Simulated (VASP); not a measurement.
Wanted: the native input for a VASP 6.6.1 run.

```yaml
Task: electric field gradients
Functional: PBE
Potentials_or_basis: VASP PAW PBE potentials, release 64 (Ti_sv)
Cutoff: 520 eV
k_mesh: 13 × 13 × 7
Occupations: fermi-dirac, width 0.08 eV
Spin: no spin polarisation
Dipole_correction: no
Further_INCAR_settings: ALGO = Normal; EDIFF = 1e-08; NBANDS = 19
```

The structure of Ti lies in POSCAR:

```
Ti
1.0
    2.9499978604     -0.0442499679     -0.0442499679
   -1.5133205265      2.5768980722     -0.0161966124
   -0.0702900000     -0.0702900000      4.6860000000
Ti
2
Direct
    0.3333333333      0.6666666667      0.2500000000
    0.6666666667      0.3333333333      0.7500000000
```

This cell differs from its parent crystal: equal xy, yz and zx shear strains of -3 %.

The input as run:

INCAR

```
  ALGO = Normal
  EDIFF = 1E-8
  ENCUT = 520
  GGA = PE
  ISIF = 2
  ISMEAR = -1
  LASPH = True
  LCHARG = False
  LEFG = True
  LREAL = False
  LWAVE = False
  NBANDS = 19
  NELM = 80
  PREC = Accurate
  SIGMA = 0.08
```

KPOINTS

```
k-points
0
Gamma
  13 13 7
```

Potentials or basis: VASP PAW PBE potentials, release 64 (Ti_sv).

Command:

```bash
$ cat potpaw_PBE.64/Ti_sv/POTCAR > POTCAR
$ mpirun -np 1 vasp_std > vasp.out
```

It gave:

```json
{
  "Pressure": "-1.7 GPa",
  "Largest force": "0.083 eV/Å",
  "Band gap on the k mesh": "zero (band 12 reaches 8.88 eV, above the bottom of band 13 at 7.79 eV)"
}
```

Caveat: the cell differs from its parent crystal (equal xy, yz and zx shear strains of -3 %); without QUAD_EFG the Cq values of the log hold for a quadrupole moment of 1 mb, not for the nuclei.

Run time: 2.5 min on 1 thread of Intel(R) Xeon(R) 6975P-C (Granite Rapids), with other jobs on the host, peak memory 0.41 GiB.
